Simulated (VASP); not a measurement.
# HgTe (F-43m) in VASP: relaxation of the atoms with r2SCAN

Aim: the relaxation of the atoms of HgTe with r2SCAN.

Everything below comes from runs of VASP 6.6.1. Logs are shortened: lines on timing, memory, paths and dates and some standing lists are left out, and cuts for length are marked.

## (1) The cell of the first run

The structure is cubic, space group F-43m (No. 216). Conventional cell: a = 6.659 Å, b = 6.659 Å, c = 6.659 Å, α = 90.00°, β = 90.00°, γ = 90.00°. Within 3.8 Å of Hg (site symmetry -43m) lie 4 Te at 2.88 Å. Te (site symmetry -43m) has 4 Hg at 2.88 Å within 3.8 Å.

## (2) Relaxation of the atoms, r2SCAN

Input file POSCAR:

```
HgTe
1.0
    0.0000000000      3.3292849600      3.3292849600
    3.3292849600      0.0000000000      3.3292849600
    3.3292849600      3.3292849600      0.0000000000
Hg Te
1 1
Direct
    0.0000000000      0.0000000000      0.0000000000
    0.2500000000      0.2500000000      0.2500000000
```

Input file INCAR.step1:

```
PREC = Accurate ; ENCUT = 520
ISMEAR = -1 ; SIGMA = 0.1
LREAL = F ; LASPH = T
NELM = 80 ; GGA = PE
ALGO = Normal ; EDIFF = 1E-4
LWAVE = T ; LCHARG = F
```

Input file INCAR.step2:

```
PREC = Accurate ; ENCUT = 520
EDIFF = 1E-6 ; ISMEAR = -1
SIGMA = 0.1 ; LREAL = F
LASPH = T ; NELM = 80
ALGO = Normal ; ISIF = 2
LWAVE = F ; LCHARG = F
METAGGA = R2SCAN ; LMIXTAU = T
IBRION = 2 ; NSW = 50
EDIFFG = -0.01 ; ISTART = 1
```

Input file KPOINTS:

```
Automatic mesh
0
Gamma
  9 9 9
```

Potentials or basis: VASP PAW PBE potentials, release 64 (Hg, Te).

Launch:

```
> cat potpaw_PBE.64/Hg/POTCAR potpaw_PBE.64/Te/POTCAR > POTCAR
> cp INCAR.step1 INCAR
> mpirun -np 1 vasp_std > vasp.out
> cp INCAR.step2 INCAR
> mpirun -np 1 vasp_std > vasp.out
```

OUTCAR:

```text
PREC = Accurate
   ENCUT = 520
   EDIFF = 1E-6
   ISMEAR = -1
   LREAL = F
   LASPH = T
   NELM = 80
   ISIF = 2
   METAGGA = R2SCAN
   IBRION = 2
   NSW = 50
   EDIFFG = -0.01
   ISTART = 1

 ion  position               nearest neighbor table
   1  0.000  0.000  0.000-   2 2.88   2 2.88   2 2.88   2 2.88
   2  0.250  0.250  0.250-   1 2.88   1 2.88   1 2.88   1 2.88

  LATTYP: Found a face centered cubic cell.
 ALAT       =     6.6585699200

  Lattice vectors:

 A1 = (   0.0000000000,   3.3292849600,   3.3292849600)
 A2 = (   3.3292849600,   0.0000000000,   3.3292849600)
 A3 = (   3.3292849600,   3.3292849600,   0.0000000000)

Analysis of symmetry for initial positions (statically):
=====================================================================
 Subroutine PRICEL returns:
 Original cell was already a primitive cell.

 Routine SETGRP: Setting up the symmetry group for a
 face centered cubic supercell.

 Subroutine GETGRP returns: Found 24 space group operations
 (whereof 24 operations were pure point group operations)
 out of a pool of 48 trial point group operations.

The static configuration has the point symmetry T_d .

Analysis of symmetry for dynamics (positions and initial velocities):
=====================================================================
 Subroutine PRICEL returns:
 Original cell was already a primitive cell.

 Routine SETGRP: Setting up the symmetry group for a
 face centered cubic supercell.

 Subroutine GETGRP returns: Found 24 space group operations
 (whereof 24 operations were pure point group operations)
 out of a pool of 48 trial point group operations.

The dynamic configuration has the point symmetry T_d .

 Subroutine INISYM returns: Found 24 space group operations
 (whereof 24 operations are pure point group operations),
 and found     1 'primitive' translations

----------------------------------------------------------------------------------------

                                     Primitive cell

  volume of cell :      73.8045

  direct lattice vectors                    reciprocal lattice vectors
     0.000000000  3.329284960  3.329284960    -0.150182398  0.150182398  0.150182398
     3.329284960  0.000000000  3.329284960     0.150182398 -0.150182398  0.150182398
     3.329284960  3.329284960  0.000000000     0.150182398  0.150182398 -0.150182398

  length of vectors
     4.708319943  4.708319943  4.708319943     0.260123544  0.260123544  0.260123544

  position of ions in fractional coordinates (direct lattice)
     0.000000000  0.000000000  0.000000000
     0.250000000  0.250000000  0.250000000

  ion indices of the primitive-cell ions
   primitive index   ion index
                 1           1
                 2           2

----------------------------------------------------------------------------------------

 KPOINTS: Automatic mesh

Automatic generation of k-mesh.
 Grid dimensions read from file:
 generate k-points for:    9    9    9

 Generating k-lattice:

  Cartesian coordinates                     Fractional coordinates (reciprocal lattice)
    -0.016686933  0.016686933  0.016686933     0.111111111  0.000000000  0.000000000
     0.016686933 -0.016686933  0.016686933     0.000000000  0.111111111  0.000000000
     0.016686933  0.016686933 -0.016686933     0.000000000  0.000000000  0.111111111

  Length of vectors
     0.028902616  0.028902616  0.028902616

  Shift w.r.t. Gamma in fractional coordinates (k-lattice)
     0.000000000  0.000000000  0.000000000

 Subroutine IBZKPT returns following result:
 ===========================================

 Found     35 irreducible k-points:

 Following reciprocal coordinates:
            Coordinates               Weight
  0.000000  0.000000  0.000000      1.000000
  0.111111  0.000000  0.000000      8.000000
  0.222222  0.000000  0.000000      8.000000
  0.333333  0.000000  0.000000      8.000000
  0.444444  0.000000  0.000000      8.000000
  0.111111  0.111111  0.000000      6.000000
[... 16 lines left out ...]
 -0.333333  0.333333  0.000000     12.000000
  0.444444  0.444444  0.000000      6.000000
 [... further k-points ...]
   k-points           NKPTS =     35   k-points in BZ     NKDIM =     35   number of bands    NBANDS=     13
   number of dos      NEDOS =    301   number of ions     NIONS =      2
   total plane-waves  NPLWV =  46656
   dimension x,y,z NGX =    36 NGY =   36 NGZ =   36
   dimension x,y,z NGXF=    72 NGYF=   72 NGZF=   72
   ions per type =               1   1
   NGX,Y,Z   is equivalent  to a cutoff of  12.71, 12.71, 12.71 a.u.
   NGXF,Y,Z  is equivalent  to a cutoff of  25.42, 25.42, 25.42 a.u.
 SYSTEM =  unknown system
   PREC   = accura    normal or accurate (medium, high low for compatibility)
   ISTART =      1    job   : 0-new  1-cont  2-samecut
   ICHARG =      0    charge: 1-file 2-atom 10-const
   ISPIN  =      1    spin polarized calculation?
   LNONCOLLINEAR =      F non collinear calculations
   LSORBIT =      F    spin-orbit coupling
   LASPH  =      T    aspherical Exc in radial PAW
   ENCUT  =  520.0 eV  38.22 Ry    6.18 a.u.   8.75  8.75  8.75*2*pi/ulx,y,z
   NELM   =     80;   NELMIN=  2; NELMDL=  0     # of ELM steps
   EDIFF  = 0.1E-05   stopping-criterion for ELM
   LREAL  =      F    real-space projection
   EDIFFG = -.1E-01   stopping-criterion for IOM
   NSW    =     50    number of steps for IOM
   IBRION =      2    ionic relax: 0-MD 1-quasi-New 2-CG
   NFREE  =      1    steps in history (QN), initial steepest desc. (CG)
   ISIF   =      2    stress and relaxation
   ISYM   =      2    0-nonsym 1-usesym 2-fastsym
   POTIM  = 0.5000    time-step for ionic-motion
   TEBEG  =    0.0;   TEEND  =   0.0 temperature during run
   PSTRESS=    0.0 pullay stress
   NELECT =      18.0000    total number of electrons
   NUPDOWN=      -1.0000    fix difference up-down
   EMIN   =  10.00;   EMAX   =-10.00  energy-range for DOS
   EFERMI =   0.00;   METHOD = LEGACY
   ISMEAR =    -1;   SIGMA  =   0.10  broadening in eV -4-tet -1-fermi 0-gaus
   EFERMI_NEDOS =   21; number of points for ismear=-14 and -15
   IALGO  =     38    algorithm
   IMIX   =      4    mixing-type and parameters
     AMIX     =   0.40;   BMIX     =  1.00
     AMIX_MAG =   1.60;   BMIX_MAG =  1.00
  volume/ion in A,a.u.               =      36.90       249.03
  Fermi-wavevector in a.u.,A,eV,Ry     =   1.022833  1.932874 14.234241  1.046187
  Thomas-Fermi vector in A             =   2.156534
   LORBIT       =      0    0 simple, 1 ext, 2 COOP (PROOUT), +10 PAW based schemes
   METAGGA = R2SCAN    functional components
   LHFCALC =     F    Hartree Fock is set to
   AEXX    =    0.0000 exact exchange contribution
   IVDW    =     0    specifies the selected vdW correction
   LEPSILON=     F    determine dielectric tensor
   LRPA    =     F    only Hartree local field effects (RPA)
 conjugate gradient relaxation of ions
 non-spin polarized calculation
  energy-cutoff  :      520.00
  volume of cell :       73.80
 maximum number of plane-waves:      2005
   NGX = 17   NGY = 17   NGZ = 17

 number of electron      17.9999998 magnetization

 Free energy of the ion-electron system (eV)
  ---------------------------------------------------
  ext. energy  EPLUGINS =         0.00000000
  ---------------------------------------------------
  free energy    TOTEN  =       -75.15325777 eV

  energy without entropy =      -75.15162102  energy(sigma->0) =      -75.15243939

 E-fermi :   2.1896     XC(G=0):  -8.8937

 val. band max:        1.9602859128   @ k =   0.0000   0.0000   0.0000
 cond. band min:       2.6182044855   @ k =   0.1111   0.0000   0.0000
 fundamental gap:      0.6579185726
 Fermi energy:         2.1896323438

 k-point     1 :       0.0000    0.0000    0.0000
  band No.  band energies     occupation
      1      -9.8239      2.00000
      2      -5.1886      2.00000
      3      -5.1886      2.00000
      4      -5.1886      2.00000
      5      -4.7239      2.00000
      6      -4.7239      2.00000
      7       1.3199      1.99967
      8       1.9603      1.81667
      9       1.9603      1.81667
     10       1.9603      1.81667
     11       6.6883      0.00000
     12       6.6883      0.00000
     13       6.6883      0.00000

 k-point     2 :       0.1111    0.0000    0.0000
  band No.  band energies     occupation
      1      -9.7704      2.00000
      2      -5.1738      2.00000
      3      -5.1738      2.00000
      4      -5.1624      2.00000
      5      -4.7251      2.00000
      6      -4.7251      2.00000
      7       0.3682      2.00000
      8       1.8424      1.93981
      9       1.8424      1.93981
     10       2.6182      0.02715
     11       6.5415      0.00000
     12       6.8576      0.00000
     13       6.8576      0.00000

 k-point     3 :       0.2222    0.0000    0.0000
  band No.  band energies     occupation
      1      -9.6302      2.00000
      2      -5.1381      2.00000
      3      -5.1381      2.00000
      4      -5.0628      2.00000
      5      -4.7250      2.00000
      6      -4.7250      2.00000
      7      -0.9110      2.00000
      8       1.5713      1.99588
      9       1.5713      1.99588
     10       2.9896      0.00067
     11       6.9236      0.00000
     12       7.1955      0.00000
     13       7.1955      0.00000
[... 305 lines left out ...]
 k-point    23 :      -0.3333    0.3333    0.0000
  band No.  band energies     occupation
      1      -9.2045      2.00000
      2      -5.0188      2.00000
      3      -4.9793      2.00000
      4      -4.7708      2.00000
      5      -4.7152      2.00000
      6      -4.3300      2.00000
      7      -3.0283      2.00000
      8      -0.6401      2.00000
      9       0.5532      2.00000
     10       4.4392      0.00000
     11       6.7791      0.00000
     12       8.9021      0.00000
     13       9.0723      0.00000

 k-point    24 :       0.4444    0.4444    0.0000
  band No.  band energies     occupation
      1      -9.1818      2.00000
      2      -4.9801      2.00000
      3      -4.9095      2.00000
      4      -4.9095      2.00000
      5      -4.6729      2.00000
      6      -4.4117      2.00000
      7      -2.9797      2.00000
      8       0.0258      2.00000
      9       0.0258      2.00000
     10       4.0592      0.00000
     11       4.9614      0.00000
     12      10.1373      0.00000
     13      10.7620      0.00000

 [... further k-points ...]

------------------------ aborting loop because EDIFF is reached ----------------------------------------

  FORCE on cell =-STRESS in cart. coord.  units (eV):
  Direction    XX          YY          ZZ          XY          YZ          ZX
  --------------------------------------------------------------------------------------
  -------------------------------------------------------------------------------------
  Total       -0.6257948     -0.6257948     -0.6257948      0.0000000      0.0000000     -0.0000000
  in kB      -13.5849998    -13.5849998    -13.5849998      0.0000000      0.0000000     -0.0000000
  external PRESSURE =     -13.5849998 kB  Pullay stress =       0.0000000 kB

 VOLUME and BASIS-vectors are now :
 -----------------------------------------------------------------------------
  energy-cutoff  :      520.00
  volume of cell :       73.80
      direct lattice vectors                 reciprocal lattice vectors
     0.000000000  3.329284960  3.329284960    -0.150182398  0.150182398  0.150182398
     3.329284960  0.000000000  3.329284960     0.150182398 -0.150182398  0.150182398
     3.329284960  3.329284960  0.000000000     0.150182398  0.150182398 -0.150182398

 POSITION                                       TOTAL-FORCE (eV/Angst)
 -----------------------------------------------------------------------------------
      0.00000      0.00000      0.00000        -0.000000     -0.000000     -0.000000
      1.66464      1.66464      1.66464         0.000000      0.000000      0.000000
 -----------------------------------------------------------------------------------
    total drift:                                0.000000      0.000000      0.000000

  FREE ENERGIE OF THE ION-ELECTRON SYSTEM (eV)
  ---------------------------------------------------
  free  energy   TOTEN  =       -75.1532577653 eV

  energy  without entropy=      -75.1516210196  energy(sigma->0) =      -75.15243939

 reached required accuracy - stopping structural energy minimisation
```

It took 62 s on 1 thread of Intel Xeon Platinum 8488C (Sapphire Rapids), shared host; peak memory 0.24 GiB.

What came out:

- Free energy: -75.1533 eV
- Pressure after relaxing: -1.4 GPa
- Band gap on the k mesh: zero (filled and empty bands touch)

Final structure:
```cif
data_structure
_symmetry_space_group_name_H-M 'P 1'
_symmetry_Int_Tables_number 1
_cell_length_a 4.7083
_cell_length_b 4.7083
_cell_length_c 4.7083
_cell_angle_alpha 60.000
_cell_angle_beta 60.000
_cell_angle_gamma 60.000
_cell_volume 73.80
loop_
_atom_site_label
_atom_site_type_symbol
_atom_site_fract_x
_atom_site_fract_y
_atom_site_fract_z
_atom_site_occupancy
Hg1 Hg 0.00000 0.00000 0.00000 1
Te1 Te 0.25000 0.25000 0.25000 1
```

Caveat: the relaxation stopped at its first step, so nothing moved; semilocal functionals underestimate gaps, and a narrow one can read as zero; the PAW data sets were made with another functional, which shifts forces and pressure a little; spin-orbit coupling is left out, which moves the levels of the heavy elements.

The gap in the log of VASP goes by the Fermi energy; the results here count the filled bands.